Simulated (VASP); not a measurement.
# Al3C2 (P-6m2) in VASP: a series of runs

Runs on Al3C2. Level: PBE. Tasks: single point, relaxation of cell and atoms.

Program: VASP 6.6.1. These are calculated values, not measurements. Logs are shortened: lines on timing, memory, paths and dates and some standing lists are left out, and cuts for length are marked.

### Step 1. The cell of the first run

It takes space group P-6m2 (No. 187, hexagonal). Conventional cell: a = 4.588 Å, b = 4.588 Å, c = 5.140 Å, α = 90.00°, β = 90.00°, γ = 120.00°. Al (site symmetry -6m2) has 3 Al at 2.65 Å and 6 C at 2.73 Å within 3.5 Å. Within 3.4 Å of Al (site symmetry -6m2) lie 2 Al at 2.57 Å and 6 C at 3.27 Å. Within 3.4 Å of Al (site symmetry -6m2) lie 5 Al at 2.57 to 2.65 Å and 6 C at 2.73 Å. C (site symmetry 3m) has 1 C at 1.32 Å within 1.8 Å.

### Step 2. Single point, PBE, collinear spin, ferromagnetic start

Contents of INCAR:

```
PREC = Accurate
ENCUT = 520
EDIFF = 1E-6
ISMEAR = 0
SIGMA = 0.1
LREAL = False
LASPH = True
NELM = 150
ALGO = Normal
ISIF = 2
LWAVE = False
LCHARG = False
ISPIN = 2
MAGMOM = 0 0 0 1 1
LORBIT = 11
GGA = PE
NBANDS = 20
```

Contents of KPOINTS:

```
regular mesh
0
Gamma
  6 6 2
```

Contents of POSCAR:

```
Al3C2
1.0
    4.5884976073     -0.0000000039      0.0000000000
   -2.2942488003      3.9737554951      0.0000000000
    0.0000000000      0.0000000000      5.1398959375
Al C
3 2
Direct
    0.6666666667      0.3333333333      0.0000000000
    0.3333333333      0.6666666667      0.5000000000
    0.3333333333      0.6666666667      0.0000000000
    0.0000000000      0.0000000000      0.1279443848
    0.0000000000      0.0000000000      0.8720556152
```

Potentials or basis: VASP PAW PBE potentials, release 64 (Al, C).

Started as:

```bash
$ cat potpaw_PBE.64/Al/POTCAR potpaw_PBE.64/C/POTCAR > POTCAR
$ mpirun -np 1 vasp_std > vasp.out
```

OUTCAR:

```text
PREC = Accurate
   ENCUT = 520
   EDIFF = 1E-6
   ISMEAR = 0
   LREAL = False
   LASPH = True
   NELM = 150
   ISIF = 2
   ISPIN = 2
   LORBIT = 11
   GGA = PE

 ion  position               nearest neighbor table
   1  0.667  0.333  0.000-   3 2.65   3 2.65   3 2.65
   2  0.333  0.667  0.500-   3 2.57   3 2.57
   3  0.333  0.667  0.000-   2 2.57   2 2.57   1 2.65   1 2.65   1 2.65
   4  0.000  0.000  0.128-   5 1.32
   5  0.000  0.000  0.872-   4 1.32

  LATTYP: Found a hexagonal cell.
 ALAT       =     4.5884976073
 C/A-ratio  =     1.1201696889

  Lattice vectors:

 A1 = (   4.5884976073,  -0.0000000039,   0.0000000000)
 A2 = (  -2.2942488003,   3.9737554951,   0.0000000000)
 A3 = (   0.0000000000,   0.0000000000,   5.1398959375)

Analysis of symmetry for initial positions (statically):
=====================================================================
 Subroutine PRICEL returns:
 Original cell was already a primitive cell.

 Routine SETGRP: Setting up the symmetry group for a
 hexagonal supercell.

 Subroutine GETGRP returns: Found 12 space group operations
 (whereof 12 operations were pure point group operations)
 out of a pool of 24 trial point group operations.

The static configuration has the point symmetry D_3h.

Analysis of symmetry for dynamics (positions and initial velocities):
=====================================================================
 Subroutine PRICEL returns:
 Original cell was already a primitive cell.

 Routine SETGRP: Setting up the symmetry group for a
 hexagonal supercell.

 Subroutine GETGRP returns: Found 12 space group operations
 (whereof 12 operations were pure point group operations)
 out of a pool of 24 trial point group operations.

The dynamic configuration has the point symmetry D_3h.

Analysis of structural, dynamic, and magnetic symmetry:
=====================================================================
 Subroutine PRICEL returns:
 Original cell was already a primitive cell.

 Routine SETGRP: Setting up the symmetry group for a
 hexagonal supercell.

 Subroutine GETGRP returns: Found 12 space group operations
 (whereof 12 operations were pure point group operations)
 out of a pool of 24 trial point group operations.

The overall configuration has the point symmetry D_3h.

 Subroutine INISYM returns: Found 12 space group operations
 (whereof 12 operations are pure point group operations),
 and found     1 'primitive' translations

----------------------------------------------------------------------------------------

                                     Primitive cell

  volume of cell :      93.7186

  direct lattice vectors                    reciprocal lattice vectors
     4.588497607 -0.000000004  0.000000000     0.217936258  0.125825557  0.000000000
    -2.294248800  3.973755495  0.000000000     0.000000000  0.251651115  0.000000000
     0.000000000  0.000000000  5.139895938     0.000000000  0.000000000  0.194556468

  length of vectors
     4.588497607  4.588497607  5.139895938     0.251651115  0.251651115  0.194556468

  position of ions in fractional coordinates (direct lattice)
     0.666666667  0.333333333  0.000000000
     0.333333333  0.666666667  0.500000000
     0.333333333  0.666666667  0.000000000
     0.000000000  0.000000000  0.127944385
     0.000000000  0.000000000  0.872055615

  ion indices of the primitive-cell ions
   primitive index   ion index
                 1           1
                 2           2
                 3           3
                 4           4
                 5           5

----------------------------------------------------------------------------------------

 KPOINTS: regular mesh

Automatic generation of k-mesh.
 Grid dimensions read from file:
 generate k-points for:    6    6    2

 Generating k-lattice:

  Cartesian coordinates                     Fractional coordinates (reciprocal lattice)
     0.036322710  0.020970926  0.000000000     0.166666667  0.000000000  0.000000000
     0.000000000  0.041941852  0.000000000     0.000000000  0.166666667  0.000000000
     0.000000000  0.000000000  0.097278234     0.000000000  0.000000000  0.500000000

  Length of vectors
     0.041941852  0.041941852  0.097278234

  Shift w.r.t. Gamma in fractional coordinates (k-lattice)
     0.000000000  0.000000000  0.000000000

 Subroutine IBZKPT returns following result:
 ===========================================

 Found     14 irreducible k-points:

 Following reciprocal coordinates:
            Coordinates               Weight
  0.000000  0.000000  0.000000      1.000000
  0.166667  0.000000  0.000000      6.000000
  0.333333  0.000000  0.000000      6.000000
  0.500000  0.000000  0.000000      3.000000
  0.166667  0.166667  0.000000      6.000000
  0.333333  0.166667  0.000000     12.000000
  0.333333  0.333333  0.000000      2.000000
  0.000000  0.000000  0.500000      1.000000
  0.166667  0.000000  0.500000      6.000000
  0.333333  0.000000  0.500000      6.000000
  0.500000  0.000000  0.500000      3.000000
  0.166667  0.166667  0.500000      6.000000
  0.333333  0.166667  0.500000     12.000000
  0.333333  0.333333  0.500000      2.000000
   k-points           NKPTS =     14   k-points in BZ     NKDIM =     14   number of bands    NBANDS=     20
   number of dos      NEDOS =    301   number of ions     NIONS =      5
   total plane-waves  NPLWV =  51840
   dimension x,y,z NGX =    36 NGY =   36 NGZ =   40
   dimension x,y,z NGXF=    72 NGYF=   72 NGZF=   80
   ions per type =               3   2
   NGX,Y,Z   is equivalent  to a cutoff of  13.04, 13.04, 12.94 a.u.
   NGXF,Y,Z  is equivalent  to a cutoff of  26.09, 26.09, 25.88 a.u.
 SYSTEM =  unknown system
   PREC   = accura    normal or accurate (medium, high low for compatibility)
   ISTART =      0    job   : 0-new  1-cont  2-samecut
   ICHARG =      2    charge: 1-file 2-atom 10-const
   ISPIN  =      2    spin polarized calculation?
   LNONCOLLINEAR =      F non collinear calculations
   LSORBIT =      F    spin-orbit coupling
   LASPH  =      T    aspherical Exc in radial PAW
   ENCUT  =  520.0 eV  38.22 Ry    6.18 a.u.   8.53  8.53  9.56*2*pi/ulx,y,z
   NELM   =    150;   NELMIN=  2; NELMDL= -5     # of ELM steps
   EDIFF  = 0.1E-05   stopping-criterion for ELM
   LREAL  =      F    real-space projection
   EDIFFG = 0.1E-04   stopping-criterion for IOM
   NSW    =      0    number of steps for IOM
   IBRION =     -1    ionic relax: 0-MD 1-quasi-New 2-CG
   NFREE  =      0    steps in history (QN), initial steepest desc. (CG)
   ISIF   =      2    stress and relaxation
   ISYM   =      2    0-nonsym 1-usesym 2-fastsym
   POTIM  = 0.5000    time-step for ionic-motion
   TEBEG  =    0.0;   TEEND  =   0.0 temperature during run
   PSTRESS=    0.0 pullay stress
   NELECT =      17.0000    total number of electrons
   NUPDOWN=      -1.0000    fix difference up-down
   EMIN   =  10.00;   EMAX   =-10.00  energy-range for DOS
   EFERMI =   0.00;   METHOD = LEGACY
   ISMEAR =     0;   SIGMA  =   0.10  broadening in eV -4-tet -1-fermi 0-gaus
   EFERMI_NEDOS =   21; number of points for ismear=-14 and -15
   IALGO  =     38    algorithm
   IMIX   =      4    mixing-type and parameters
     AMIX     =   0.40;   BMIX     =  1.00
     AMIX_MAG =   1.60;   BMIX_MAG =  1.00
  volume/ion in A,a.u.               =      18.74       126.49
  Fermi-wavevector in a.u.,A,eV,Ry     =   0.926721  1.751249 11.684852  0.858812
  Thomas-Fermi vector in A             =   2.052714
   LORBIT       =     11    0 simple, 1 ext, 2 COOP (PROOUT), +10 PAW based schemes
   GGA     = PE    functional components
   LHFCALC =     F    Hartree Fock is set to
   AEXX    =    0.0000 exact exchange contribution
   IVDW    =     0    specifies the selected vdW correction
   LEPSILON=     F    determine dielectric tensor
   LRPA    =     F    only Hartree local field effects (RPA)
 spin polarized calculation
 Gauss-broadening in eV      SIGMA  =   0.10
  energy-cutoff  :      520.00
  volume of cell :       93.72
 maximum number of plane-waves:      2581
 NGX is ok and might be reduce to    36
   NGX = 17   NGY = 17   NGZ = 19

 number of electron      17.0000000 magnetization      -0.0002053

 number of electron      17.0000000 magnetization       0.0001216

 Free energy of the ion-electron system (eV)
  ---------------------------------------------------
  ext. energy  EPLUGINS =         0.00000000
  ---------------------------------------------------
  free energy    TOTEN  =       -22.13903328 eV

  energy without entropy =      -22.12782938  energy(sigma->0) =      -22.13343133

 E-fermi :   3.7638     XC(G=0):  -8.9145

 val. band max:        3.6806414026   @ k =   0.1667   0.0000   0.0000
 cond. band min:       3.7934030549   @ k =   0.1667   0.0000   0.0000
 fundamental gap:      0.1127616523
 Fermi energy:         3.7637869368

 spin component 1

 k-point     1 :       0.0000    0.0000    0.0000
  band No.  band energies     occupation
      1     -10.8877      1.00000
      2      -3.2672      1.00000
      3      -1.7771      1.00000
      4      -0.4188      1.00000
      5      -0.4188      1.00000
      6       1.5178      1.00000
[... 12 lines left out ...]
     19      11.8769      0.00000
     20      11.8769      0.00000

 k-point     2 :       0.1667    0.0000    0.0000
  band No.  band energies     occupation
      1     -10.8316      1.00000
      2      -3.4696      1.00000
      3      -1.6372      1.00000
      4      -0.6493      1.00000
      5      -0.5310      1.00000
      6       1.6089      1.00000
[... 12 lines left out ...]
     19      11.8631      0.00000
     20      12.2202      0.00000
[... 234 lines left out ...]
      2      -3.4389      1.00000
      3      -1.9339      1.00000
      4      -1.9326      1.00000
      5      -0.4329      1.00000
      6       0.8784      1.00000
[... 12 lines left out ...]
     19      12.4645      0.00000
     20      12.7241      0.00000

 k-point    14 :       0.3333    0.3333    0.5000
  band No.  band energies     occupation
      1     -10.6080      1.00000
      2      -3.1217      1.00000
      3      -2.7730      1.00000
      4      -1.5610      1.00000
      5      -0.7584      1.00000
      6       1.6192      1.00000
[... 12 lines left out ...]
     19      11.8837      0.00000
     20      12.2865      0.00000
 Fermi energy:         3.7637869368

 spin component 2

 k-point     1 :       0.0000    0.0000    0.0000
  band No.  band energies     occupation
      1     -10.8877      1.00000
      2      -3.2672      1.00000
      3      -1.7771      1.00000
      4      -0.4188      1.00000
      5      -0.4188      1.00000
      6       1.5178      1.00000
[... 12 lines left out ...]
     19      11.8770      0.00000
     20      11.8770      0.00000

 k-point     2 :       0.1667    0.0000    0.0000
  band No.  band energies     occupation
      1     -10.8316      1.00000
      2      -3.4695      1.00000
      3      -1.6372      1.00000
      4      -0.6493      1.00000
      5      -0.5310      1.00000
      6       1.6089      1.00000
[... 12 lines left out ...]
     19      11.8631      0.00000
     20      12.2202      0.00000
[... 235 lines left out ...]
      3      -1.9339      1.00000
      4      -1.9326      1.00000
      5      -0.4329      1.00000
      6       0.8785      1.00000
[... 12 lines left out ...]
     19      12.4645      0.00000
     20      12.7241      0.00000

 k-point    14 :       0.3333    0.3333    0.5000
  band No.  band energies     occupation
      1     -10.6079      1.00000
      2      -3.1217      1.00000
      3      -2.7729      1.00000
      4      -1.5610      1.00000
      5      -0.7584      1.00000
      6       1.6193      1.00000
[... 12 lines left out ...]
     19      11.8838      0.00000
     20      12.2865      0.00000

------------------------ aborting loop because EDIFF is reached ----------------------------------------

  FORCE on cell =-STRESS in cart. coord.  units (eV):
  Direction    XX          YY          ZZ          XY          YZ          ZX
  --------------------------------------------------------------------------------------
  -------------------------------------------------------------------------------------
  Total       -0.0016744     -0.0016744      0.0711065      0.0000000      0.0000000      0.0000000
  in kB       -0.0286241     -0.0286241      1.2156094      0.0000000      0.0000000      0.0000000
  external PRESSURE =       0.3861204 kB  Pullay stress =       0.0000000 kB

 VOLUME and BASIS-vectors are now :
 -----------------------------------------------------------------------------
  energy-cutoff  :      520.00
  volume of cell :       93.72
      direct lattice vectors                 reciprocal lattice vectors
     4.588497607 -0.000000004  0.000000000     0.217936258  0.125825557  0.000000000
    -2.294248800  3.973755495  0.000000000     0.000000000  0.251651115  0.000000000
     0.000000000  0.000000000  5.139895938     0.000000000  0.000000000  0.194556468

 POSITION                                       TOTAL-FORCE (eV/Angst)
 -----------------------------------------------------------------------------------
      2.29425      1.32459      0.00000        -0.000000      0.000000      0.000000
      0.00000      2.64917      2.56995        -0.000000     -0.000000      0.000000
      0.00000      2.64917      0.00000         0.000000     -0.000000      0.000000
      0.00000      0.00000      0.65762        -0.000000      0.000000      0.085539
      0.00000      0.00000      4.48228        -0.000000      0.000000     -0.085539
 -----------------------------------------------------------------------------------
    total drift:                               -0.000000      0.000000      0.000000

  FREE ENERGIE OF THE ION-ELECTRON SYSTEM (eV)
  ---------------------------------------------------
  free  energy   TOTEN  =       -22.1390332783 eV

  energy  without entropy=      -22.1278293753  energy(sigma->0) =      -22.13343133

 total charge

# of ion       s       p       d       tot
------------------------------------------
    1        0.533   0.222   0.000   0.755
    2        0.538   0.210   0.000   0.748
    3        0.463   0.328   0.000   0.790
    4        0.958   1.437   0.000   2.396
    5        0.958   1.437   0.000   2.396
--------------------------------------------------
tot          3.450   3.635   0.000   7.085

 magnetization (x)

# of ion       s       p       d       tot
------------------------------------------
    1       -0.000   0.000   0.000   0.000
    2        0.000  -0.000   0.000   0.000
    3        0.000   0.000   0.000   0.000
    4       -0.000   0.000   0.000  -0.000
    5       -0.000   0.000   0.000  -0.000
--------------------------------------------------
tot         -0.000   0.000   0.000   0.000
```

Run time: 52 s. Hardware: 1 thread of AMD EPYC 7R13 (Zen 3), shared host; peak memory 0.22 GiB.

What came out:

- Free energy: -22.1390 eV
- Pressure: 0.0 GPa
- Largest force: 0.086 eV/Å
- Net moment: 0.00 μB per cell
- Valence electrons inside the program's atomic spheres: Al 0.76, 0.75, 0.79; C 2.40

Forces in eV/Å, atoms in the order of the input:
```
Al   0.000  0.000  0.000
Al   0.000  0.000  0.000
Al   0.000  0.000  0.000
C    0.000  0.000  0.086
C    0.000  0.000 -0.086
```

Levels at points of the mesh, in eV from the Fermi level:
Spin up:
```
           k point  band 5  band 6  band 7  band 8  band 9  band 10  band 11  band 12
(0.00, 0.00, 0.00)   -4.18   -2.25   -0.70   -0.53   -0.53    -0.13     1.55     3.20
(0.50, 0.00, 0.00)   -4.82   -2.09   -1.79   -1.33    1.07     1.82     1.85     2.35
(0.00, 0.00, 0.50)   -4.11   -2.36   -0.62   -0.18   -0.18     0.77     1.97     1.97
(0.50, 0.00, 0.50)   -4.37   -4.03   -1.14   -0.24    0.21     0.70     2.38     3.97
```
Spin down:
```tsv
k point	band 4	band 5	band 6	band 7	band 8	band 9	band 10	band 11	band 12	band 13
(0.00, 0.00, 0.00)	-4.18	-4.18	-2.25	-0.70	-0.53	-0.53	-0.13	1.55	3.20	3.20
(0.50, 0.00, 0.00)	-4.84	-4.82	-2.09	-1.79	-1.33	1.07	1.82	1.85	2.35	2.50
(0.00, 0.00, 0.50)	-4.11	-4.11	-2.36	-0.62	-0.18	-0.18	0.77	1.97	1.97	3.48
(0.50, 0.00, 0.50)	-4.81	-4.37	-4.03	-1.14	-0.24	0.21	0.70	2.38	3.97	4.20
```

Caveat: the k points lie up to 0.61 Å⁻¹ apart.

(Continued in part 2 of 2.)
